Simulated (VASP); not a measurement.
# GaSb (I-4m2) in VASP: notebook

GaSb is run at these levels: PBEsol; tasks: single point.

Everything below comes from runs of VASP 6.6.1. Logs are shortened: lines on timing, memory, paths and dates and some standing lists are left out, and cuts for length are marked.

**1. The cell of the first run**

The structure is tetragonal, space group I-4m2 (No. 119). Conventional cell: a = 4.978 Å, b = 4.978 Å, c = 2.839 Å, α = 90.00°, β = 90.00°, γ = 90.00°. Sb (site symmetry -4m2) has 8 Ga at 2.59 to 3.28 Å and 2 Sb at 2.84 Å within 3.4 Å. Ga (site symmetry -4m2) has 8 Sb at 2.59 to 3.28 Å and 2 Ga at 2.84 Å within 3.4 Å.

**2. Single point, PBEsol**

INCAR reads:

```
  PREC = Accurate
  ENCUT = 520
  EDIFF = 1E-6
  ISMEAR = -1
  SIGMA = 0.05
  LREAL = False
  LASPH = True
  NELM = 80
  ALGO = Normal
  ISIF = 2
  LWAVE = False
  LCHARG = False
  GGA = PS
  NBANDS = 16
```

KPOINTS reads:

```
regular mesh
0
Gamma
  10 10 10
```

POSCAR reads:

```
GaSb
1.0
   -2.4889471298      2.4889471298      1.4194263760
    2.4889471298     -2.4889471298      1.4194263760
    2.4889471298      2.4889471298     -1.4194263760
Sb Ga
1 1
Direct
    0.0000000000      0.0000000000      0.0000000000
    0.7500000000      0.2500000000      0.5000000000
```

Potentials or basis: VASP PAW PBE potentials, release 64 (Sb, Ga_d).

Launch:

```bash
$ cat potpaw_PBE.64/Sb/POTCAR potpaw_PBE.64/Ga_d/POTCAR > POTCAR
$ mpirun -np 1 vasp_std > vasp.out
```

OUTCAR:

```text
PREC = Accurate
   ENCUT = 520
   EDIFF = 1E-6
   ISMEAR = -1
   LREAL = False
   LASPH = True
   NELM = 80
   ISIF = 2
   GGA = PS

 ion  position               nearest neighbor table
   1  0.000  0.000  0.000-   2 2.59   2 2.59   2 2.59   2 2.59   2 3.28   2 3.28   2 3.28   2 3.28

   2  0.750  0.250  0.500-   1 2.59   1 2.59   1 2.59   1 2.59   1 3.28   1 3.28   1 3.28   1 3.28

  LATTYP: Found a body centered tetragonal cell.
 ALAT       =     4.9778942596
 C/A-ratio  =     0.5702918953

  Lattice vectors:

 A1 = (  -2.4889471298,   2.4889471298,   1.4194263760)
 A2 = (   2.4889471298,  -2.4889471298,   1.4194263760)
 A3 = (   2.4889471298,   2.4889471298,  -1.4194263760)

Analysis of symmetry for initial positions (statically):
=====================================================================
 Subroutine PRICEL returns:
 Original cell was already a primitive cell.

 Routine SETGRP: Setting up the symmetry group for a
 body centered tetragonal supercell.

 Subroutine GETGRP returns: Found  8 space group operations
 (whereof  8 operations were pure point group operations)
 out of a pool of 16 trial point group operations.

The static configuration has the point symmetry D_2d.

Analysis of symmetry for dynamics (positions and initial velocities):
=====================================================================
 Subroutine PRICEL returns:
 Original cell was already a primitive cell.

 Routine SETGRP: Setting up the symmetry group for a
 body centered tetragonal supercell.

 Subroutine GETGRP returns: Found  8 space group operations
 (whereof  8 operations were pure point group operations)
 out of a pool of 16 trial point group operations.

The dynamic configuration has the point symmetry D_2d.

 Subroutine INISYM returns: Found  8 space group operations
 (whereof  8 operations are pure point group operations),
 and found     1 'primitive' translations

----------------------------------------------------------------------------------------

                                     Primitive cell

  volume of cell :      35.1726

  direct lattice vectors                    reciprocal lattice vectors
    -2.488947130  2.488947130  1.419426376     0.000000000  0.200888156  0.352254973
     2.488947130 -2.488947130  1.419426376     0.200888156  0.000000000  0.352254973
     2.488947130  2.488947130 -1.419426376     0.200888156  0.200888156  0.000000000

  length of vectors
     3.795324343  3.795324343  3.795324343     0.405511550  0.405511550  0.284098755

  position of ions in fractional coordinates (direct lattice)
     0.000000000  0.000000000  0.000000000
     0.750000000  0.250000000  0.500000000

  ion indices of the primitive-cell ions
   primitive index   ion index
                 1           1
                 2           2

----------------------------------------------------------------------------------------

 KPOINTS: regular mesh

Automatic generation of k-mesh.
 Grid dimensions read from file:
 generate k-points for:   10   10   10

 Generating k-lattice:

  Cartesian coordinates                     Fractional coordinates (reciprocal lattice)
     0.000000000  0.020088816  0.035225497     0.100000000 -0.000000000  0.000000000
     0.020088816  0.000000000  0.035225497    -0.000000000  0.100000000  0.000000000
     0.020088816  0.020088816  0.000000000     0.000000000  0.000000000  0.100000000

  Length of vectors
     0.040551155  0.040551155  0.028409876

  Shift w.r.t. Gamma in fractional coordinates (k-lattice)
     0.000000000  0.000000000  0.000000000

 Subroutine IBZKPT returns following result:
 ===========================================

 Found    102 irreducible k-points:

 Following reciprocal coordinates:
            Coordinates               Weight
  0.000000  0.000000  0.000000      1.000000
  0.100000  0.000000  0.000000      8.000000
  0.200000  0.000000  0.000000      8.000000
  0.300000  0.000000 -0.000000      8.000000
  0.400000  0.000000 -0.000000      8.000000
  0.500000  0.000000 -0.000000      4.000000
[... 16 lines left out ...]
  0.300000  0.300000 -0.000000      8.000000
  0.400000  0.300000 -0.000000     16.000000
 [... further k-points ...]
   k-points           NKPTS =    102   k-points in BZ     NKDIM =    102   number of bands    NBANDS=     16
   number of dos      NEDOS =    301   number of ions     NIONS =      2
   total plane-waves  NPLWV =  21952
   dimension x,y,z NGX =    28 NGY =   28 NGZ =   28
   dimension x,y,z NGXF=    56 NGYF=   56 NGZF=   56
   ions per type =               1   1
   NGX,Y,Z   is equivalent  to a cutoff of  12.26, 12.26, 12.26 a.u.
   NGXF,Y,Z  is equivalent  to a cutoff of  24.53, 24.53, 24.53 a.u.
 SYSTEM =  unknown system
   PREC   = accura    normal or accurate (medium, high low for compatibility)
   ISTART =      0    job   : 0-new  1-cont  2-samecut
   ICHARG =      2    charge: 1-file 2-atom 10-const
   ISPIN  =      1    spin polarized calculation?
   LNONCOLLINEAR =      F non collinear calculations
   LSORBIT =      F    spin-orbit coupling
   LASPH  =      T    aspherical Exc in radial PAW
   ENCUT  =  520.0 eV  38.22 Ry    6.18 a.u.   7.06  7.06  7.06*2*pi/ulx,y,z
   NELM   =     80;   NELMIN=  2; NELMDL= -5     # of ELM steps
   EDIFF  = 0.1E-05   stopping-criterion for ELM
   LREAL  =      F    real-space projection
   EDIFFG = 0.1E-04   stopping-criterion for IOM
   NSW    =      0    number of steps for IOM
   IBRION =     -1    ionic relax: 0-MD 1-quasi-New 2-CG
   NFREE  =      0    steps in history (QN), initial steepest desc. (CG)
   ISIF   =      2    stress and relaxation
   ISYM   =      2    0-nonsym 1-usesym 2-fastsym
   POTIM  = 0.5000    time-step for ionic-motion
   TEBEG  =    0.0;   TEEND  =   0.0 temperature during run
   PSTRESS=    0.0 pullay stress
   NELECT =      18.0000    total number of electrons
   NUPDOWN=      -1.0000    fix difference up-down
   EMIN   =  10.00;   EMAX   =-10.00  energy-range for DOS
   EFERMI =   0.00;   METHOD = LEGACY
   ISMEAR =    -1;   SIGMA  =   0.05  broadening in eV -4-tet -1-fermi 0-gaus
   EFERMI_NEDOS =   21; number of points for ismear=-14 and -15
   IALGO  =     38    algorithm
   IMIX   =      4    mixing-type and parameters
     AMIX     =   0.40;   BMIX     =  1.00
     AMIX_MAG =   1.60;   BMIX_MAG =  1.00
  volume/ion in A,a.u.               =      17.59       118.68
  Fermi-wavevector in a.u.,A,eV,Ry     =   1.309476  2.474551 23.330288  1.714728
  Thomas-Fermi vector in A             =   2.440072
   LORBIT       =      0    0 simple, 1 ext, 2 COOP (PROOUT), +10 PAW based schemes
   GGA     = PS    functional components
   LHFCALC =     F    Hartree Fock is set to
   AEXX    =    0.0000 exact exchange contribution
   IVDW    =     0    specifies the selected vdW correction
   LEPSILON=     F    determine dielectric tensor
   LRPA    =     F    only Hartree local field effects (RPA)
 non-spin polarized calculation
  energy-cutoff  :      520.00
  volume of cell :       35.17
 maximum number of plane-waves:       970
   NGX = 15   NGY = 15   NGZ = 15

 number of electron      18.0000010 magnetization

 Free energy of the ion-electron system (eV)
  ---------------------------------------------------
  ext. energy  EPLUGINS =         0.00000000
  ---------------------------------------------------
  free energy    TOTEN  =        -7.11214900 eV

  energy without entropy =       -7.10779750  energy(sigma->0) =       -7.10997325

 E-fermi :  10.6473     XC(G=0): -11.8741

 val. band max:       10.5521495023   @ k =  -0.2000   0.4000   0.2000
 cond. band min:      10.6811230132   @ k =   0.4000   0.4000   0.1000
 fundamental gap:      0.1289735109
 Fermi energy:        10.6472866081

 k-point     1 :       0.0000    0.0000    0.0000
  band No.  band energies     occupation
      1      -4.9721      2.00000
      2      -4.7927      2.00000
      3      -4.7846      2.00000
      4      -4.6620      2.00000
      5      -4.6620      2.00000
      6      -4.1538      2.00000
[... 8 lines left out ...]
     15      22.1707      0.00000
     16      22.5895      0.00000

 k-point     2 :       0.1000    0.0000    0.0000
  band No.  band energies     occupation
      1      -4.9352      2.00000
      2      -4.7891      2.00000
      3      -4.7870      2.00000
      4      -4.6774      2.00000
      5      -4.6768      2.00000
      6      -3.9018      2.00000
[... 8 lines left out ...]
     15      20.7327      0.00000
     16      21.1111      0.00000

 k-point     3 :       0.2000    0.0000    0.0000
  band No.  band energies     occupation
      1      -4.8551      2.00000
      2      -4.7968      2.00000
      3      -4.7746      2.00000
      4      -4.7140      2.00000
      5      -4.7125      2.00000
      6      -3.1329      2.00000
[... 8 lines left out ...]
     15      19.3352      0.00000
     16      21.4685      0.00000

 k-point     4 :       0.3000    0.0000   -0.0000
  band No.  band energies     occupation
      1      -4.8394      2.00000
      2      -4.7848      2.00000
      3      -4.7785      2.00000
      4      -4.7304      2.00000
      5      -4.7071      2.00000
      6      -1.8461      2.00000
[... 8 lines left out ...]
     15      18.4399      0.00000
     16      22.7206      0.00000
[... 324 lines left out ...]
 k-point    22 :      -0.2000    0.2000    0.0000
  band No.  band energies     occupation
      1      -4.9292      2.00000
      2      -4.8085      2.00000
      3      -4.7834      2.00000
      4      -4.6657      2.00000
      5      -4.6529      2.00000
      6      -3.7152      2.00000
[... 8 lines left out ...]
     15      21.3046      0.00000
     16      22.2256      0.00000

 k-point    23 :       0.3000    0.3000   -0.0000
  band No.  band energies     occupation
      1      -4.8643      2.00000
      2      -4.8220      2.00000
      3      -4.7945      2.00000
      4      -4.7192      2.00000
      5      -4.6285      2.00000
      6       1.5202      2.00000
[... 8 lines left out ...]
     15      21.2077      0.00000
     16      22.4239      0.00000

 k-point    24 :       0.4000    0.3000   -0.0000
  band No.  band energies     occupation
      1      -4.8656      2.00000
      2      -4.7882      2.00000
      3      -4.7646      2.00000
      4      -4.7246      2.00000
      5      -4.6943      2.00000
      6      -0.0391      2.00000
[... 8 lines left out ...]
     15      21.8439      0.00000
     16      22.6958      0.00000

 [... further k-points ...]
[... 5 lines left out ...]
  --------------------------------------------------------------------------------------
  -------------------------------------------------------------------------------------
  Total        6.6634761      6.6634761      6.6936465      0.0000000     -0.0000000      0.0000000
  in kB      303.5339148    303.5339148    304.9082340      0.0000000     -0.0000000      0.0000000
  external PRESSURE =     303.9920212 kB  Pullay stress =       0.0000000 kB

 VOLUME and BASIS-vectors are now :
 -----------------------------------------------------------------------------
  energy-cutoff  :      520.00
  volume of cell :       35.17
      direct lattice vectors                 reciprocal lattice vectors
    -2.488947130  2.488947130  1.419426376     0.000000000  0.200888156  0.352254973
     2.488947130 -2.488947130  1.419426376     0.200888156  0.000000000  0.352254973
     2.488947130  2.488947130 -1.419426376     0.200888156  0.200888156  0.000000000

 POSITION                                       TOTAL-FORCE (eV/Angst)
 -----------------------------------------------------------------------------------
      0.00000      0.00000      0.00000        -0.000000     -0.000000     -0.000000
     -0.00000      2.48895      0.70971         0.000000      0.000000      0.000000
 -----------------------------------------------------------------------------------
    total drift:                               -0.000000      0.000000      0.000000

  FREE ENERGIE OF THE ION-ELECTRON SYSTEM (eV)
  ---------------------------------------------------
  free  energy   TOTEN  =        -7.1121489959 eV

  energy  without entropy=       -7.1077974954  energy(sigma->0) =       -7.10997325
```

It took 52 s on 1 thread of AMD EPYC 9R14 (Zen 4), shared host; peak memory 0.17 GiB.

What came out:

```
Free energy            : -7.1121 eV
Pressure               : 30.4 GPa
Band gap on the k mesh : zero (bands 9 and 10 overlap by 6.07 eV)
```

Stress tensor (GPa, compression positive):
```
30.35  0.00  0.00
 0.00 30.35  0.00
 0.00  0.00 30.49
```

Caveat: the cell stands under pressure; the PAW data sets were made with another functional, which shifts forces and pressure a little; spin-orbit coupling is left out, which moves the levels of the heavy elements.

(Continued in part 2 of 2.)

The gap in the log of VASP goes by the Fermi energy; the results here count the filled bands.